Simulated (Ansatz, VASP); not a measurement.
MnSi: VASP beside Ansatz

File INCAR:

```
SYSTEM = MnSi
PREC     = Accurate       ! precision mode
ENCUT    = 520            ! plane-wave cutoff, eV
EDIFF    = 1E-8           ! SCF threshold, eV
ISMEAR   = -1             ! smearing method
SIGMA    = 0.05           ! smearing width, eV
LREAL    = .False.        ! projectors in reciprocal space
LASPH    = .True.         ! aspherical terms in the spheres
NELM     = 150            ! most SCF steps
ALGO     = Normal         ! electronic algorithm
ISIF     = 2              ! what is computed and relaxed
LWAVE    = .False.        ! write WAVECAR
LCHARG   = .False.        ! write CHGCAR
ISPIN    = 2              ! spin polarisation
MAGMOM   = 4 0            ! initial moments
LORBIT   = 11             ! projections on sites
LMAXMIX  = 4              ! l up to which the mixer works
GGA      = PE             ! functional
LEFG     = .True.       
NBANDS   = 20             ! bands
```

File KPOINTS:

```
regular mesh
0
Gamma
  15 15 15
  0 0 0
```

File POSCAR:

```
MnSi
1.0
    0.0000000000      2.4062365118      2.4062365118
    2.4062365118      0.0000000000      2.4062365118
    2.4062365118      2.4062365118      0.0000000000
Mn Si
1 1
Direct
    0.0000000000      0.0000000000      0.0000000000
    0.5000000000      0.5000000000      0.5000000000
```

Input for Ansatz:

```yaml
crystal:
  lattice:
    - [0.0, 2.4062365118, 2.4062365118]
    - [2.4062365118, 0.0, 2.4062365118]
    - [2.4062365118, 2.4062365118, 0.0]
  atoms:
    - { symbol: Mn, position: [0.0, 0.0, 0.0], spin: 4.0 }
    - { symbol: Si, position: [0.5, 0.5, 0.5] }
magnetization:
  spin_polarized: true
kpoints:
  mp_grid: { grid: [15, 15, 15] }
scf:
  occupations: { method: fermi_dirac, width: 0.05 }
hamiltonian:
  xc: pbe
  pseudopotentials: { kind: paw }
output:
  forces: true
  stress: true
  eigenvalues: true
  efg: { contact_densities: true }
```

Change from the starting cell: volume scaled by 0.98, PAW files.

Alike in both runs: task electric field gradients; functional PBE; k mesh 15 × 15 × 15; occupations fermi-dirac, width 0.05 eV; collinear spin.

|  | VASP | Ansatz |
| --- | --- | --- |
| version | VASP 6.6.1 | Ansatz 0.2.0 |
| potentials or method | VASP PAW PBE potentials, release 64 (Mn_pv, Si) | PAW with Ansatz's default frozen-core files, scalar-relativistic |
| plane-wave cutoff (eV) | 520 | 420 |
| valence electrons in the cell | 17 | 19 |

|  | VASP | Ansatz | Ansatz less VASP |
| --- | --- | --- | --- |
| pressure (GPa) | 2.1 | 2.1 | +0.04 |
| net moment per atom (μB) | 1.20 | 1.21 | +0.002 |
| size of the moment on the site where the two differ most (μB) | 2.51 | 2.41 | -0.095 |

Site moments also hang on the region over which each program counts them. With one functional, cell and mesh, what is left measures potentials, basis and numerics. VASP's potentials hold 17 valence electrons a cell and Ansatz's 19, so a difference there can come from the potentials and not from the codes.
